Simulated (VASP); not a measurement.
Write the native input for VASP 6.6.1 that does the following.

| Property | Result |
| --- | --- |
| Task | single point |
| Functional | PBEsol |
| Potentials or basis | VASP PAW PBE potentials, release 64 (Cu, O) |
| Cutoff | 520 eV |
| k mesh | 10 × 10 × 5 |
| Occupations | fermi-dirac, width 0.05 eV |
| Spin | no spin polarisation |
| Dipole correction | no |
| Further INCAR settings | ALGO = Normal; EDIFF = 1e-06; NBANDS = 25 |

The structure of CuO (Tenorite) lies in POSCAR:

```
CuO
1.0
    2.3289136198     -1.7019003246      0.0000000000
    2.3289136198      1.7019003246      0.0000000000
   -0.8547786486      0.0000000000      5.0254794206
Cu O
2 2
Direct
    0.4968000000      0.0032000000      0.5000000000
    0.0032000000      0.4968000000      0.0000000000
    0.4056000000      0.5714000000      0.7537000000
    0.5714000000      0.4056000000      0.2537000000
```

This cell differs from its parent crystal: volume scaled by 0.98.

The input as run:

INCAR

```
SYSTEM = CuO
PREC     = Accurate       ! precision mode
ENCUT    = 520            ! plane-wave cutoff, eV
EDIFF    = 1E-6           ! SCF threshold, eV
ISMEAR   = -1             ! smearing method
SIGMA    = 0.05           ! smearing width, eV
LREAL    = .FALSE.        ! projectors in reciprocal space
LASPH    = .TRUE.         ! aspherical terms in the spheres
NELM     = 60             ! most SCF steps
ALGO     = Normal         ! electronic algorithm
ISIF     = 2              ! what is computed and relaxed
LWAVE    = .FALSE.        ! write WAVECAR
LCHARG   = .FALSE.        ! write CHGCAR
GGA      = PS             ! functional
NBANDS   = 25             ! bands
```

KPOINTS

```
regular mesh
0
G
  10 10 5
  0 0 0
```

Potentials or basis: VASP PAW PBE potentials, release 64 (Cu, O).

Command:

```bash
$ cat potpaw_PBE.64/Cu/POTCAR potpaw_PBE.64/O/POTCAR > POTCAR
$ mpirun -np 1 vasp_std > vasp.out
```

It gave:

| Item | Value |
| --- | --- |
| Pressure | 1.7 GPa |
| Largest force | 0.804 eV/Å |
| Band gap on the k mesh | zero (band 17 reaches 6.07 eV, above the bottom of band 18 at 5.46 eV) |

Caveat: the PAW data sets were made with another functional, which shifts forces and pressure a little; semilocal functionals often make such compounds metallic where correlation or magnetic order opens a gap, which also shifts bond lengths.

It took 70 s on 1 thread of AMD EPYC 9R45 96-Core Processor (Zen 5), with other jobs on the host, peak memory 0.21 GiB.
